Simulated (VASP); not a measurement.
# PbO2 (Fm-3m) in VASP: notebook

The runs below take PbO2 through relaxation of cell and atoms, single point, with PBEsol.

Program: VASP 6.6.1. These are calculated values, not measurements. Logs are shortened: lines on timing, memory, paths and dates and some standing lists are left out, and cuts for length are marked.

## (1) The cell of the first run

Symmetry: Fm-3m, No. 225, cubic system. Conventional cell: a = 5.404 Å, b = 5.404 Å, c = 5.404 Å, α = 90.00°, β = 90.00°, γ = 90.00°. Pb (site symmetry m-3m) has 8 O at 2.34 Å within 3.1 Å. Within 3.1 Å of O (site symmetry -43m) lie 4 Pb at 2.34 Å and 6 O at 2.70 Å.

## (2) Relaxation of cell and atoms, PBEsol, target pressure 20 GPa, at which the enthalpy is minimised

Contents of INCAR:

```
SYSTEM = PbO2
PREC     = Accurate       ! precision mode
ENCUT    = 600            ! plane-wave cutoff, eV
EDIFF    = 1E-6           ! SCF threshold, eV
ISMEAR   = -1             ! smearing method
SIGMA    = 0.05           ! smearing width, eV
LREAL    = .FALSE.        ! projectors in reciprocal space
LASPH    = .TRUE.         ! aspherical terms in the spheres
NELM     = 80             ! most SCF steps
ALGO     = Normal         ! electronic algorithm
ISIF     = 3              ! what is computed and relaxed
LWAVE    = .FALSE.        ! write WAVECAR
LCHARG   = .FALSE.        ! write CHGCAR
GGA      = PS             ! functional
IBRION   = 2              ! ionic algorithm
NSW      = 60             ! ionic steps
EDIFFG   = -0.01          ! ionic threshold
PSTRESS  = 200.0
```

Contents of KPOINTS:

```
Automatic mesh
0
G
  9 9 9
  0 0 0
```

Contents of POSCAR:

```
PbO2
1.0
    0.0000000000      2.7019920000      2.7019920000
    2.7019920000      0.0000000000      2.7019920000
    2.7019920000      2.7019920000      0.0000000000
Pb O
1 2
Direct
    0.0000000000      0.0000000000      0.0000000000
    0.7500000000      0.7500000000      0.7500000000
    0.2500000000      0.2500000000      0.2500000000
```

Potentials or basis: VASP PAW PBE potentials, release 64 (Pb_d, O).

Run with:

```
$ cat potpaw_PBE.64/Pb_d/POTCAR potpaw_PBE.64/O/POTCAR > POTCAR
$ mpirun -np 1 vasp_std > vasp.out
```

OUTCAR:

```text
SYSTEM = PbO2
   PREC = Accurate
   ENCUT = 600
   EDIFF = 1E-6
   ISMEAR = -1
   LREAL = .FALSE.
   LASPH = .TRUE.
   NELM = 80
   ISIF = 3
   GGA = PS
   IBRION = 2
   NSW = 60
   EDIFFG = -0.01
   PSTRESS = 200.0

 ion  position               nearest neighbor table
   1  0.000  0.000  0.000-   2 2.34   2 2.34   2 2.34   3 2.34   3 2.34   3 2.34   3 2.34   2 2.34

   2  0.750  0.750  0.750-   1 2.34   1 2.34   1 2.34   1 2.34
   3  0.250  0.250  0.250-   1 2.34   1 2.34   1 2.34   1 2.34

  LATTYP: Found a face centered cubic cell.
 ALAT       =     5.4039840000

  Lattice vectors:

 A1 = (   0.0000000000,   2.7019920000,   2.7019920000)
 A2 = (   2.7019920000,   0.0000000000,   2.7019920000)
 A3 = (   2.7019920000,   2.7019920000,   0.0000000000)

Analysis of symmetry for initial positions (statically):
=====================================================================
 Subroutine PRICEL returns:
 Original cell was already a primitive cell.

 Routine SETGRP: Setting up the symmetry group for a
 face centered cubic supercell.

 Subroutine GETGRP returns: Found 48 space group operations
 (whereof 48 operations were pure point group operations)
 out of a pool of 48 trial point group operations.

The static configuration has the point symmetry O_h .

Analysis of symmetry for dynamics (positions and initial velocities):
=====================================================================
 Subroutine PRICEL returns:
 Original cell was already a primitive cell.

 Routine SETGRP: Setting up the symmetry group for a
 face centered cubic supercell.

 Subroutine GETGRP returns: Found 48 space group operations
 (whereof 48 operations were pure point group operations)
 out of a pool of 48 trial point group operations.

The dynamic configuration has the point symmetry O_h .

 Subroutine INISYM returns: Found 48 space group operations
 (whereof 48 operations are pure point group operations),
 and found     1 'primitive' translations

----------------------------------------------------------------------------------------

                                     Primitive cell

  volume of cell :      39.4532

  direct lattice vectors                    reciprocal lattice vectors
     0.000000000  2.701992000  2.701992000    -0.185048660  0.185048660  0.185048660
     2.701992000  0.000000000  2.701992000     0.185048660 -0.185048660  0.185048660
     2.701992000  2.701992000  0.000000000     0.185048660  0.185048660 -0.185048660

  length of vectors
     3.821193732  3.821193732  3.821193732     0.320513682  0.320513682  0.320513682

  position of ions in fractional coordinates (direct lattice)
     0.000000000  0.000000000  0.000000000
     0.750000000  0.750000000  0.750000000
     0.250000000  0.250000000  0.250000000

  ion indices of the primitive-cell ions
   primitive index   ion index
                 1           1
                 2           2
                 3           3

----------------------------------------------------------------------------------------

 KPOINTS: Automatic mesh

Automatic generation of k-mesh.
 Grid dimensions read from file:
 generate k-points for:    9    9    9

 Generating k-lattice:

  Cartesian coordinates                     Fractional coordinates (reciprocal lattice)
    -0.020560962  0.020560962  0.020560962     0.111111111  0.000000000  0.000000000
     0.020560962 -0.020560962  0.020560962     0.000000000  0.111111111  0.000000000
     0.020560962  0.020560962 -0.020560962     0.000000000  0.000000000  0.111111111

  Length of vectors
     0.035612631  0.035612631  0.035612631

  Shift w.r.t. Gamma in fractional coordinates (k-lattice)
     0.000000000  0.000000000  0.000000000

 Subroutine IBZKPT returns following result:
 ===========================================

 Found     35 irreducible k-points:

 Following reciprocal coordinates:
            Coordinates               Weight
  0.000000  0.000000  0.000000      1.000000
  0.111111  0.000000  0.000000      8.000000
  0.222222  0.000000  0.000000      8.000000
  0.333333  0.000000  0.000000      8.000000
  0.444444  0.000000  0.000000      8.000000
  0.111111  0.111111  0.000000      6.000000
[... 16 lines left out ...]
 -0.333333  0.333333  0.000000     12.000000
  0.444444  0.444444  0.000000      6.000000
 [... further k-points ...]
   k-points           NKPTS =     35   k-points in BZ     NKDIM =     35   number of bands    NBANDS=     17
   number of dos      NEDOS =    301   number of ions     NIONS =      3
   total plane-waves  NPLWV =  32768
   dimension x,y,z NGX =    32 NGY =   32 NGZ =   32
   dimension x,y,z NGXF=    64 NGYF=   64 NGZF=   64
   ions per type =               1   2
   NGX,Y,Z   is equivalent  to a cutoff of  13.92, 13.92, 13.92 a.u.
   NGXF,Y,Z  is equivalent  to a cutoff of  27.84, 27.84, 27.84 a.u.
 SYSTEM =  PbO2
   PREC   = accura    normal or accurate (medium, high low for compatibility)
   ISTART =      0    job   : 0-new  1-cont  2-samecut
   ICHARG =      2    charge: 1-file 2-atom 10-const
   ISPIN  =      1    spin polarized calculation?
   LNONCOLLINEAR =      F non collinear calculations
   LSORBIT =      F    spin-orbit coupling
   LASPH  =      T    aspherical Exc in radial PAW
   ENCUT  =  600.0 eV  44.10 Ry    6.64 a.u.   7.63  7.63  7.63*2*pi/ulx,y,z
   NELM   =     80;   NELMIN=  2; NELMDL= -5     # of ELM steps
   EDIFF  = 0.1E-05   stopping-criterion for ELM
   LREAL  =      F    real-space projection
   EDIFFG = -.1E-01   stopping-criterion for IOM
   NSW    =     60    number of steps for IOM
   IBRION =      2    ionic relax: 0-MD 1-quasi-New 2-CG
   NFREE  =      1    steps in history (QN), initial steepest desc. (CG)
   ISIF   =      3    stress and relaxation
   ISYM   =      2    0-nonsym 1-usesym 2-fastsym
   POTIM  = 0.5000    time-step for ionic-motion
   TEBEG  =    0.0;   TEEND  =   0.0 temperature during run
   PSTRESS=  200.0 pullay stress
   NELECT =      26.0000    total number of electrons
   NUPDOWN=      -1.0000    fix difference up-down
   EMIN   =  10.00;   EMAX   =-10.00  energy-range for DOS
   EFERMI =   0.00;   METHOD = LEGACY
   ISMEAR =    -1;   SIGMA  =   0.05  broadening in eV -4-tet -1-fermi 0-gaus
   EFERMI_NEDOS =   21; number of points for ismear=-14 and -15
   IALGO  =     38    algorithm
   IMIX   =      4    mixing-type and parameters
     AMIX     =   0.40;   BMIX     =  1.00
     AMIX_MAG =   1.60;   BMIX_MAG =  1.00
  volume/ion in A,a.u.               =      13.15        88.75
  Fermi-wavevector in a.u.,A,eV,Ry     =   1.424640  2.692180 27.614384  2.029600
  Thomas-Fermi vector in A             =   2.545110
   LORBIT       =      0    0 simple, 1 ext, 2 COOP (PROOUT), +10 PAW based schemes
   GGA     = PS    functional components
   LHFCALC =     F    Hartree Fock is set to
   AEXX    =    0.0000 exact exchange contribution
   IVDW    =     0    specifies the selected vdW correction
   LEPSILON=     F    determine dielectric tensor
   LRPA    =     F    only Hartree local field effects (RPA)
 conjugate gradient relaxation of ions
 non-spin polarized calculation
  energy-cutoff  :      600.00
  volume of cell :       39.45
 maximum number of plane-waves:      1363
   NGX = 15   NGY = 15   NGZ = 15

--------------------------------------- Ionic step        1  -------------------------------------------

 number of electron      25.9999996 magnetization

 Free energy of the ion-electron system (eV)
  ---------------------------------------------------
  ext. energy  EPLUGINS =         0.00000000
  ---------------------------------------------------
  free energy    TOTEN  =       -16.77530742 eV

  energy without entropy =      -16.76946955  energy(sigma->0) =      -16.77238849

------------------------ aborting loop because EDIFF is reached ----------------------------------------

  FORCE on cell =-STRESS in cart. coord.  units (eV):
  Direction    XX          YY          ZZ          XY          YZ          ZX
  --------------------------------------------------------------------------------------
  -------------------------------------------------------------------------------------
  Total       -1.3762953     -1.3762953     -1.3762953      0.0000000     -0.0000000     -0.0000000
  in kB      -55.8907636    -55.8907636    -55.8907636      0.0000000     -0.0000000     -0.0000000
  external PRESSURE =    -255.8907636 kB  Pullay stress =     200.0000000 kB
[... 24 lines left out ...]
  enthalpy is  TOTEN    =       -11.8503601450 eV   P V=        4.9249472751

--------------------------------------- Ionic step        2  -------------------------------------------

 number of electron      26.0000003 magnetization

 E-fermi :  10.5221     XC(G=0): -13.2471

 val. band max:       10.5213298092   @ k =   0.0000   0.0000   0.0000
 cond. band min:      11.6959161537   @ k =   0.1111   0.0000   0.0000
 fundamental gap:      1.1745863445
 Fermi energy:        10.5221389703

 k-point     1 :       0.0000    0.0000    0.0000
  band No.  band energies     occupation
      1     -11.4287      2.00000
      2      -6.2119      2.00000
      3      -6.2119      2.00000
      4      -6.2119      2.00000
      5      -6.0346      2.00000
      6      -5.3311      2.00000
[... 9 lines left out ...]
     16      17.9500      0.00000
     17      17.9500      0.00000
[... 443 lines left out ...]
      1      -9.5232      2.00000
      2      -8.9074      2.00000
      3      -5.8704      2.00000
      4      -5.4113      2.00000
      5      -5.4113      2.00000
      6      -5.1454      2.00000
[... 9 lines left out ...]
     16      21.0744      0.00000
     17      24.2715      0.00000

 [... further k-points ...]
[... 5 lines left out ...]
  --------------------------------------------------------------------------------------
  -------------------------------------------------------------------------------------
  Total       15.3264496     15.3264496     15.3264496     -0.0000000     -0.0000000      0.0000000
  in kB      857.5680548    857.5680548    857.5680548     -0.0000000     -0.0000000      0.0000000
  external PRESSURE =     657.5680548 kB  Pullay stress =     200.0000000 kB
[... 180 lines left out ...]
  enthalpy is  TOTEN    =       -12.3235718871 eV   P V=        4.2763846218

--------------------------------------- Ionic step        7  -------------------------------------------

 number of electron      25.9999996 magnetization

 Free energy of the ion-electron system (eV)
  ---------------------------------------------------
  ext. energy  EPLUGINS =         0.00000000
  ---------------------------------------------------
  free energy    TOTEN  =       -16.59307662 eV

  energy without entropy =      -16.59098213  energy(sigma->0) =      -16.59202938

 E-fermi :   7.5515     XC(G=0): -12.2131

 val. band max:        7.4158640921   @ k =  -0.3333   0.4444   0.2222
 cond. band min:       7.6451286401   @ k =   0.1111   0.0000   0.0000
 fundamental gap:      0.2292645481
 Fermi energy:         7.5515272462

 k-point     1 :       0.0000    0.0000    0.0000
  band No.  band energies     occupation
      1     -12.2980      2.00000
      2      -8.4548      2.00000
      3      -8.4548      2.00000
      4      -8.4548      2.00000
      5      -8.4174      2.00000
      6      -8.0065      2.00000
[... 9 lines left out ...]
     16      14.6704      0.00000
     17      14.6704      0.00000
[... 443 lines left out ...]
      1     -11.0160      2.00000
      2     -10.4585      2.00000
      3      -8.2449      2.00000
      4      -8.0261      2.00000
      5      -8.0261      2.00000
      6      -7.9022      2.00000
[... 9 lines left out ...]
     16      17.3894      0.00000
     17      19.4878      0.00000

 [... further k-points ...]
[... 5 lines left out ...]
  --------------------------------------------------------------------------------------
  -------------------------------------------------------------------------------------
  Total        4.2695146      4.2695146      4.2695146     -0.0000000      0.0000000      0.0000000
  in kB      200.0037429    200.0037429    200.0037429     -0.0000000      0.0000000      0.0000000
  external PRESSURE =       0.0037429 kB  Pullay stress =     200.0000000 kB
[... 18 lines left out ...]
  FREE ENERGIE OF THE ION-ELECTRON SYSTEM (eV)
  ---------------------------------------------------
  free  energy   TOTEN  =       -16.5930766213 eV

  energy  without entropy=      -16.5909821342  energy(sigma->0) =      -16.59202938

  enthalpy is  TOTEN    =       -12.3236418849 eV   P V=        4.2694347364

 reached required accuracy - stopping structural energy minimisation
```

It took 2.8 min on 1 thread of Intel Xeon 8259CL, shared host; peak memory 0.2 GiB.

What came out:

| Quantity | Value |
| --- | --- |
| Free energy | -16.5931 eV |
| Relaxed volume | 11.40 Å³/atom |
| Relaxed cell | a = 3.644 Å, b = 3.644 Å, c = 3.644 Å, α = 60.00°, β = 60.00°, γ = 60.00° |
| Space group after relaxing (to 0.1 Å) | Fm-3m (No. 225) |
| Energy change on relaxing (the run minimises the enthalpy) | +60.7 meV/atom |
| Ionic steps | 7 |
| Pressure after relaxing | 20.0 GPa |
| Band gap on the k mesh | zero (bands 13 and 14 overlap by 1.50 eV) |

The path:
```tsv
step	energy change (eV)	largest force (eV/Å)	pressure (GPa)	volume (Å³)
1	0.0000	0.0000	-5.59	39.45
2	1.8478	0.0000	85.76	28.63
3	0.1552	0.0000	18.42	34.43
4	0.1756	0.0000	19.61	34.26
5	0.1879	0.0000	20.32	34.16
6	0.1754	0.0000	19.61	34.26
7	0.1822	0.0000	20.00	34.20
```

Final structure:
```
Pb O
1.0
     0.00000    2.57636    2.57636
     2.57636    0.00000    2.57636
     2.57636    2.57636    0.00000
Pb O
1 2
Direct
  0.00000 0.00000 0.00000
  0.75000 0.75000 0.75000
  0.25000 0.25000 0.25000
```

Levels at points of the mesh, in eV from the Fermi level:
| k point | band 10 | band 11 | band 12 | band 13 | band 14 | band 15 | band 16 | band 17 |
| --- | --- | --- | --- | --- | --- | --- | --- | --- |
| (0.00, 0.00, 0.00) | -2.31 | -1.71 | -1.63 | -1.63 | -1.63 | 7.12 | 7.12 | 7.12 |

Caveat: the cell is relaxed towards a set pressure, so the run minimises the enthalpy, not the energy; the PAW data sets were made with another functional, which shifts forces and pressure a little; spin-orbit coupling is left out, which moves the levels of the heavy elements.

## (3) Relaxation of cell and atoms, PBEsol, target pressure 30 GPa, at which the enthalpy is minimised

Edit INCAR of step 2 so:

```diff
@@ -17,2 +17,2 @@
 EDIFFG   = -0.01          ! ionic threshold
-PSTRESS  = 200.0
+PSTRESS  = 300.0
```

Contents of KPOINTS:

```
regular mesh
0
G
  9 9 9
  0 0 0
```

POSCAR is that of step 2.

Potentials or basis: VASP PAW PBE potentials, release 64 (Pb_d, O).

Run with:

```
$ cat potpaw_PBE.64/Pb_d/POTCAR potpaw_PBE.64/O/POTCAR > POTCAR
$ mpirun -np 1 vasp_std > vasp.out
```

Run time: 2.4 min. Hardware: 1 thread of Intel Xeon 8259CL, shared host; peak memory 0.2 GiB.

It converged, with:

| Item | Value |
| --- | --- |
| Free energy | -16.3990 eV |
| Relaxed volume | 10.98 Å³/atom |
| Relaxed cell | a = 3.598 Å, b = 3.598 Å, c = 3.598 Å, α = 60.00°, β = 60.00°, γ = 60.00° |
| Space group after relaxing (to 0.1 Å) | Fm-3m (No. 225) |
| Energy change on relaxing (the run minimises the enthalpy) | +125.4 meV/atom |
| Ionic steps | 5 |
| Pressure after relaxing | 30.0 GPa |
| Band gap on the k mesh | zero (bands 13 and 14 overlap by 1.23 eV) |

Step by step:
```tsv
step	energy change (eV)	largest force (eV/Å)	pressure (GPa)	volume (Å³)
1	0.0000	0.0000	-5.59	39.45
2	4.7055	0.0000	176.63	25.01
3	0.2920	0.0000	25.90	33.43
4	0.3485	0.0000	28.69	33.10
5	0.3763	0.0000	30.00	32.95
```

Final structure:
```yaml
crystal:
  lattice:
    - [0.00000, 2.54451, 2.54451]
    - [2.54451, 0.00000, 2.54451]
    - [2.54451, 2.54451, 0.00000]
  atoms:
    - { symbol: Pb, position: [0.00000, 0.00000, 0.00000] }
    - { symbol: O, position: [0.75000, 0.75000, 0.75000] }
    - { symbol: O, position: [0.25000, 0.25000, 0.25000] }
```

Levels at points of the mesh, in eV from the Fermi level:
```csv
k point,band 11,band 12,band 13,band 14,band 15,band 16
"(0.00, 0.00, 0.00)",-1.77,-1.77,-1.77,-1.41,7.17,7.17
```

Caveat: the cell is relaxed towards a set pressure, so the run minimises the enthalpy, not the energy; the volume moved by over 15 % at a fixed basis, so the end points are rough; the PAW data sets were made with another functional, which shifts forces and pressure a little; spin-orbit coupling is left out, which moves the levels of the heavy elements.

## (4) Single point, PBEsol

Contents of INCAR:

```
  PREC = Accurate
  ENCUT = 520
  EDIFF = 1E-6
  ISMEAR = -1
  SIGMA = 0.05
  LREAL = F
  LASPH = T
  NELM = 80
  ALGO = Normal
  ISIF = 2
  LWAVE = F
  LCHARG = T
  GGA = PS
  LELF = T
  LVHAR = T
  NBANDS = 20
```

Contents of KPOINTS:

```
regular mesh
0
Gamma
  9 9 9
```

POSCAR is that of step 3.

Run with:

```
$ cat potpaw_PBE.64/Pb_d/POTCAR potpaw_PBE.64/O/POTCAR > POTCAR
$ mpirun -np 1 vasp_std > vasp.out
```

Run time: 41 s. Hardware: 1 thread of Intel Xeon 8259CL, shared host; peak memory 0.17 GiB.

The run converged. Its results:

```
Free energy            : -16.7718 eV
Pressure               : -5.5 GPa
Band gap on the k mesh : zero (bands 13 and 14 overlap by 1.17 eV)
```

Levels at points of the mesh, in eV from the Fermi level:
```csv
k point,band 9,band 10,band 11,band 12,band 13,band 14,band 15,band 16,band 17,band 18
"(0.00, 0.00, 0.00)",-1.98,-1.98,-1.98,-1.21,-1.21,-1.21,6.84,6.84,6.84,11.50
```

Caveat: the cell stands under tension; the PAW data sets were made with another functional, which shifts forces and pressure a little; spin-orbit coupling is left out, which moves the levels of the heavy elements.

[end of part 1 of 2]
